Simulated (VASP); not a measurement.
# Cu (I4/mmm) in VASP: further runs

Cu is run at these levels: PBEsol; tasks: single point.

Everything below comes from runs of VASP 6.6.1. Logs are shortened: lines on timing, memory, paths and dates and some standing lists are left out, and cuts for length are marked.

## Step 1: The cell of the first run

Symmetry: I4/mmm, No. 139, tetragonal system. Conventional cell: a = 2.480 Å, b = 2.480 Å, c = 3.723 Å, α = 90.00°, β = 90.00°, γ = 90.00°. Cu (site symmetry 4/mmm) has 12 Cu at 2.48 to 2.56 Å within 3.3 Å.

## Step 2: Single point, PBEsol (strain -0.030 along x and y, +0.030 along z)

INCAR reads:

```
SYSTEM = Cu
PREC     = Accurate       ! precision mode
ENCUT    = 520            ! plane-wave cutoff, eV
EDIFF    = 1E-6           ! SCF threshold, eV
ISMEAR   = 0              ! smearing method
SIGMA    = 0.15           ! smearing width, eV
LREAL    = .FALSE.        ! projectors in reciprocal space
LASPH    = .TRUE.         ! aspherical terms in the spheres
NELM     = 60             ! most SCF steps
ALGO     = Normal         ! electronic algorithm
ISIF     = 2              ! what is computed and relaxed
LWAVE    = .FALSE.        ! write WAVECAR
LCHARG   = .FALSE.        ! write CHGCAR
GGA      = PS             ! functional
NBANDS   = 12             ! bands
```

KPOINTS reads:

```
Automatic mesh
0
G
  22 22 22
  0 0 0
```

POSCAR reads:

```
Cu
1.0
    0.0000000000      1.7532750000      1.8617250000
    1.7532750000      0.0000000000      1.8617250000
    1.7532750000      1.7532750000      0.0000000000
Cu
1
Direct
    0.0000000000      0.0000000000      0.0000000000
```

Potentials or basis: VASP PAW PBE potentials, release 64 (Cu).

Command:

```console
cat potpaw_PBE.64/Cu/POTCAR > POTCAR
mpirun -np 1 vasp_std > vasp.out
```

OUTCAR:

```text
SYSTEM = Cu
   PREC = Accurate
   ENCUT = 520
   EDIFF = 1E-6
   ISMEAR = 0
   LREAL = .FALSE.
   LASPH = .TRUE.
   NELM = 60
   ISIF = 2
   GGA = PS

 ion  position               nearest neighbor table
   1  0.000  0.000  0.000-

  LATTYP: Found a body centered tetragonal cell.
 ALAT       =     2.4795052836
 C/A-ratio  =     1.5016906899

  Lattice vectors:

 A1 = (  -1.7532750000,   0.0000000000,   1.8617250000)
 A2 = (   1.7532750000,   0.0000000000,   1.8617250000)
 A3 = (   0.0000000000,   1.7532750000,  -1.8617250000)

Analysis of symmetry for initial positions (statically):
=====================================================================
 Subroutine PRICEL returns:
 Original cell was already a primitive cell.

 Routine SETGRP: Setting up the symmetry group for a
 body centered tetragonal supercell.

 Subroutine GETGRP returns: Found 16 space group operations
 (whereof 16 operations were pure point group operations)
 out of a pool of 16 trial point group operations.

The static configuration has the point symmetry D_4h.

Analysis of symmetry for dynamics (positions and initial velocities):
=====================================================================
 Subroutine PRICEL returns:
 Original cell was already a primitive cell.

 Routine SETGRP: Setting up the symmetry group for a
 body centered tetragonal supercell.

 Subroutine GETGRP returns: Found 16 space group operations
 (whereof 16 operations were pure point group operations)
 out of a pool of 16 trial point group operations.

The dynamic configuration has the point symmetry D_4h.

 Subroutine INISYM returns: Found 16 space group operations
 (whereof 16 operations are pure point group operations),
 and found     1 'primitive' translations

----------------------------------------------------------------------------------------

                                     Primitive cell

  volume of cell :      11.4458

  direct lattice vectors                    reciprocal lattice vectors
     0.000000000  1.753275000  1.861725000    -0.285180591  0.285180591  0.268568129
     1.753275000  0.000000000  1.861725000     0.285180591 -0.285180591  0.268568129
     1.753275000  1.753275000  0.000000000     0.285180591  0.285180591 -0.268568129

  length of vectors
     2.557341041  2.557341041  2.479505284     0.484545951  0.484545951  0.484545951

  position of ions in fractional coordinates (direct lattice)
     0.000000000  0.000000000  0.000000000

[... 82 lines left out ...]
   ISYM   =      2    0-nonsym 1-usesym 2-fastsym
   POTIM  = 0.5000    time-step for ionic-motion
   TEBEG  =    0.0;   TEEND  =   0.0 temperature during run
   PSTRESS=    0.0 pullay stress
   NELECT =      11.0000    total number of electrons
   NUPDOWN=      -1.0000    fix difference up-down
   EMIN   =  10.00;   EMAX   =-10.00  energy-range for DOS
   EFERMI =   0.00;   METHOD = LEGACY
   ISMEAR =     0;   SIGMA  =   0.15  broadening in eV -4-tet -1-fermi 0-gaus
   EFERMI_NEDOS =   21; number of points for ismear=-14 and -15
   IALGO  =     38    algorithm
   IMIX   =      4    mixing-type and parameters
     AMIX     =   0.40;   BMIX     =  1.00
     AMIX_MAG =   1.60;   BMIX_MAG =  1.00
  volume/ion in A,a.u.               =      11.45        77.24
  Fermi-wavevector in a.u.,A,eV,Ry     =   1.615563  3.052971 35.511795  2.610043
  Thomas-Fermi vector in A             =   2.710290
   LORBIT       =      0    0 simple, 1 ext, 2 COOP (PROOUT), +10 PAW based schemes
   GGA     = PS    functional components
   LHFCALC =     F    Hartree Fock is set to
   AEXX    =    0.0000 exact exchange contribution
   IVDW    =     0    specifies the selected vdW correction
   LEPSILON=     F    determine dielectric tensor
   LRPA    =     F    only Hartree local field effects (RPA)
 non-spin polarized calculation
 Gauss-broadening in eV      SIGMA  =   0.15
  energy-cutoff  :      520.00
  volume of cell :       11.45
 maximum number of plane-waves:       334
   NGX =  9   NGY =  9   NGZ =  9

 number of electron      11.0000007 magnetization

 Free energy of the ion-electron system (eV)
  ---------------------------------------------------
  ext. energy  EPLUGINS =         0.00000000
  ---------------------------------------------------
  free energy    TOTEN  =        -4.30471612 eV

  energy without entropy =       -4.30201009  energy(sigma->0) =       -4.30336311

 E-fermi :   7.7968     XC(G=0): -13.0915

 val. band max:        7.7806580240   @ k =   0.5000   0.1364   0.3182
 cond. band min:       7.8136227486   @ k =   0.5000   0.3636   0.0909
 fundamental gap:      0.0329647246
 Fermi energy:         7.7968021415

 k-point     1 :       0.0000    0.0000    0.0000
  band No.  band energies     occupation
      1      -1.8362      2.00000
      2       4.4620      2.00000
      3       4.7829      2.00000
      4       4.7829      2.00000
      5       5.3723      2.00000
      6       5.6919      2.00000
      7      30.6975      0.00000
      8      33.3403      0.00000
      9      33.6102      0.00000
     10      33.6102      0.00000
     11      35.9857      0.00000
     12      35.9857      0.00000
[... 331 lines left out ...]
 k-point    24 :      -0.4545    0.0455    0.0000
  band No.  band energies     occupation
      1       2.5511      2.00000
      2       4.4712      2.00000
      3       4.8128      2.00000
      4       5.8088      2.00000
      5       6.0557      2.00000
      6       6.9743      2.00000
      7      11.9477      0.00000
      8      26.9165      0.00000
      9      30.4357      0.00000
     10      31.1349      0.00000
     11      33.4754      0.00000
     12      34.5136      0.00000

 [... further k-points ...]

------------------------ aborting loop because EDIFF is reached ----------------------------------------

  FORCE on cell =-STRESS in cart. coord.  units (eV):
  Direction    XX          YY          ZZ          XY          YZ          ZX
  --------------------------------------------------------------------------------------
  -------------------------------------------------------------------------------------
  Total        0.0380724      0.0380724     -0.2952090      0.0000000      0.0000000      0.0000000
  in kB        5.3293586      5.3293586    -41.3232590      0.0000000      0.0000000      0.0000000
  external PRESSURE =     -10.2215140 kB  Pullay stress =       0.0000000 kB

 VOLUME and BASIS-vectors are now :
 -----------------------------------------------------------------------------
  energy-cutoff  :      520.00
  volume of cell :       11.45
      direct lattice vectors                 reciprocal lattice vectors
     0.000000000  1.753275000  1.861725000    -0.285180591  0.285180591  0.268568129
     1.753275000  0.000000000  1.861725000     0.285180591 -0.285180591  0.268568129
     1.753275000  1.753275000  0.000000000     0.285180591  0.285180591 -0.268568129

 POSITION                                       TOTAL-FORCE (eV/Angst)
 -----------------------------------------------------------------------------------
      0.00000      0.00000      0.00000         0.000000      0.000000      0.000000
 -----------------------------------------------------------------------------------
    total drift:                                0.000000     -0.000000     -0.000000

  FREE ENERGIE OF THE ION-ELECTRON SYSTEM (eV)
  ---------------------------------------------------
  free  energy   TOTEN  =        -4.3047161187 eV

  energy  without entropy=       -4.3020100921  energy(sigma->0) =       -4.30336311
```

Wall time 68 s (1 thread of Intel Xeon 6975P-C, shared host); peak memory 0.22 GiB.

Results:

```
Free energy : -4.3047 eV
Pressure    : -1.0 GPa
```

Levels at points of the mesh, in eV from the Fermi level:
| k point | band 2 | band 3 | band 4 | band 5 | band 6 | band 7 | band 8 | band 9 | band 10 | band 11 |
| --- | --- | --- | --- | --- | --- | --- | --- | --- | --- | --- |
| (0.00, 0.00, 0.00) | -3.33 | -3.01 | -3.01 | -2.42 | -2.10 | 22.90 | 25.54 | 25.81 | 25.81 | 28.19 |
| (0.50, 0.00, 0.00) | -3.31 | -3.01 | -1.72 | -1.61 | -1.12 | 3.91 | 20.23 | 22.68 | 23.55 | 24.52 |
| (0.50, 0.50, 0.00) | -4.58 | -1.66 | -1.53 | -1.53 | 0.60 | 6.27 | 14.26 | 14.26 | 18.70 | 21.67 |
| (0.50, 0.00, 0.50) | -4.59 | -1.69 | -1.62 | -1.40 | 1.88 | 7.86 | 12.78 | 12.90 | 17.51 | 20.35 |

Caveat: the cell differs from its parent crystal (strain -0.030 along x and y, +0.030 along z); the PAW data sets were made with another functional, which shifts forces and pressure a little.

## Step 3: Single point, PBEsol (strain +0.000 along x and y, -0.030 along z)

INCAR reads:

```
SYSTEM = Cu
PREC = Accurate
ENCUT = 520
EDIFF = 1E-6
ISMEAR = 0
SIGMA = 0.15
LREAL = .False.
LASPH = .True.
NELM = 100
ALGO = Normal
ISIF = 2
LWAVE = .False.
LCHARG = .False.
GGA = PS
NBANDS = 12
```

KPOINTS reads:

```
regular mesh
0
Gamma
  22 22 22
  0 0 0
```

POSCAR reads:

```
Cu
1.0
    0.0000000000      1.8075000000      1.7532750000
    1.8075000000      0.0000000000      1.7532750000
    1.8075000000      1.8075000000      0.0000000000
Cu
1
Direct
    0.0000000000      0.0000000000      0.0000000000
```

Potentials or basis: VASP PAW PBE potentials, release 64 (Cu).

Command:

```console
cat potpaw_PBE.64/Cu/POTCAR > POTCAR
mpirun -np 1 vasp_std > vasp.out
```

Run time: 59 s. Hardware: 1 thread of Intel Xeon 6975P-C, shared host; peak memory 0.22 GiB.

Results (log left out):

* Free energy: -4.3095 eV
* Pressure: -1.3 GPa

Stress tensor (GPa, compression positive):
```
-1.88  0.00  0.00
 0.00 -1.88  0.00
 0.00  0.00 -0.13
```

Levels at points of the mesh, in eV from the Fermi level:
| k point | band 2 | band 3 | band 4 | band 5 | band 6 | band 7 | band 8 | band 9 | band 10 | band 11 |
| --- | --- | --- | --- | --- | --- | --- | --- | --- | --- | --- |
| (0.00, 0.00, 0.00) | -3.16 | -3.16 | -3.01 | -2.32 | -2.17 | 22.85 | 25.64 | 25.64 | 25.80 | 28.14 |
| (0.50, 0.00, 0.00) | -3.23 | -3.07 | -1.68 | -1.62 | -1.12 | 3.91 | 21.11 | 22.00 | 23.24 | 25.07 |
| (0.50, 0.50, 0.00) | -4.59 | -1.67 | -1.49 | -1.49 | 1.90 | 7.87 | 12.79 | 12.79 | 17.47 | 20.30 |
| (0.50, 0.00, 0.50) | -4.57 | -1.66 | -1.55 | -1.46 | 1.22 | 7.05 | 13.51 | 13.56 | 18.09 | 21.00 |

Caveat: the cell differs from its parent crystal (strain +0.000 along x and y, -0.030 along z); the PAW data sets were made with another functional, which shifts forces and pressure a little.

## Step 4: Single point, PBEsol (strain -0.015 along x and y, +0.000 along z)

INCAR reads:

```
ALGO = Fast
EDIFF = 1E-7
ENCUT = 520
GGA = PS
ISIF = 2
ISMEAR = 0
LASPH = True
LCHARG = True
LELF = True
LREAL = False
LVHAR = True
LWAVE = False
NBANDS = 12
NELM = 100
PREC = Accurate
SIGMA = 0.15
```

KPOINTS reads:

```
k-points
0
Gamma
  22 22 22
```

POSCAR reads:

```
Cu
1.0
    0.0000000000      1.7803875000      1.8075000000
    1.7803875000      0.0000000000      1.8075000000
    1.7803875000      1.7803875000      0.0000000000
Cu
1
Direct
    0.0000000000      0.0000000000      0.0000000000
```

Command:

```console
cat potpaw_PBE.64/Cu/POTCAR > POTCAR
mpirun -np 1 vasp_std > vasp.out
```

It took 1.9 min on 1 thread of Intel Xeon 6975P-C, shared host; peak memory 0.22 GiB.

It converged, with:

```
Free energy : -4.3104 eV
Pressure    : -1.3 GPa
```

Stress tensor (GPa, compression positive):
```
-0.93  0.00  0.00
 0.00 -0.93  0.00
 0.00  0.00 -1.92
```

Levels at points of the mesh, in eV from the Fermi level:
```csv
k point,band 4,band 5,band 6,band 7,band 8,band 9
"(0.00, 0.00, 0.00)",-3.09,-2.28,-2.20,22.84,25.64,25.71
"(0.50, 0.00, 0.00)",-1.66,-1.63,-1.12,3.90,21.22,22.34
"(0.50, 0.50, 0.00)",-1.50,-1.50,1.22,7.05,13.52,13.52
"(0.50, 0.00, 0.50)",-1.52,-1.47,1.55,7.45,13.14,13.17
```

Caveat: the cell differs from its parent crystal (strain -0.015 along x and y, +0.000 along z); the PAW data sets were made with another functional, which shifts forces and pressure a little.

## Step 5: Single point, PBEsol (strain +0.000 along x and y, -0.015 along z)

INCAR reads:

```
SYSTEM = Cu
PREC = Accurate ; ENCUT = 520
EDIFF = 1E-7 ; ISMEAR = 0
SIGMA = 0.15 ; LREAL = .False.
LASPH = .True. ; NELM = 100
ALGO = Fast ; ISIF = 2
LWAVE = .False. ; LCHARG = .False.
GGA = PS ; NBANDS = 12
```

KPOINTS reads:

```
regular mesh
0
Gamma
  22 22 22
  0 0 0
```

POSCAR reads:

```
Cu
1.0
    0.0000000000      1.8075000000      1.7803875000
    1.8075000000      0.0000000000      1.7803875000
    1.8075000000      1.8075000000      0.0000000000
Cu
1
Direct
    0.0000000000      0.0000000000      0.0000000000
```

Command:

```console
cat potpaw_PBE.64/Cu/POTCAR > POTCAR
mpirun -np 1 vasp_std > vasp.out
```

Wall time 97 s (1 thread of Intel Xeon 6975P-C, shared host); peak memory 0.22 GiB.

Results (log left out):

```yaml
Free_energy: -4.3078 eV
Pressure: -3.5 GPa
```

Stress tensor (GPa, compression positive):
```
-3.76  0.00  0.00
 0.00 -3.76  0.00
 0.00  0.00 -2.91
```

Levels at points of the mesh, in eV from the Fermi level:
| k point | band 4 | band 5 | band 6 | band 7 | band 8 | band 9 |
| --- | --- | --- | --- | --- | --- | --- |
| (0.00, 0.00, 0.00) | -3.01 | -2.25 | -2.17 | 22.72 | 25.43 | 25.43 |
| (0.50, 0.00, 0.00) | -1.64 | -1.61 | -1.07 | 3.83 | 21.13 | 22.01 |
| (0.50, 0.50, 0.00) | -1.48 | -1.48 | 1.68 | 7.48 | 12.92 | 12.92 |
| (0.50, 0.00, 0.50) | -1.51 | -1.46 | 1.35 | 7.08 | 13.27 | 13.30 |

Caveat: the cell differs from its parent crystal (strain +0.000 along x and y, -0.015 along z); the PAW data sets were made with another functional, which shifts forces and pressure a little.

## Step 6: Summary

| cell | gap on the mesh (eV) | pressure (GPa) |
| --- | --- | --- |
| a = 2.557, b = 2.557, c = 2.480 Å, angles 61.0, 61.0, 58.0°, 1 atom | none | -1.0 |
| a = 2.518, b = 2.518, c = 2.556 Å, angles 59.5, 59.5, 61.0°, 1 atom | none | -1.3 |
| a = 2.537, b = 2.537, c = 2.518 Å, angles 60.3, 60.3, 59.5°, 1 atom | none | -1.3 |
| a = 2.537, b = 2.537, c = 2.556 Å, angles 59.8, 59.8, 60.5°, 1 atom | none | -3.5 |

Alike in all rows: task single point; level PBEsol; potentials or basis VASP PAW PBE potentials, release 64 (Cu); no spin polarisation; k mesh 22 × 22 × 22; cutoff (eV) 520; smearing gaussian 0.15 eV.

Caveats: the PAW data sets were made with another functional, which shifts forces and pressure a little.

Total energies depend on the potentials used, so only differences within one code and one set of settings carry meaning.
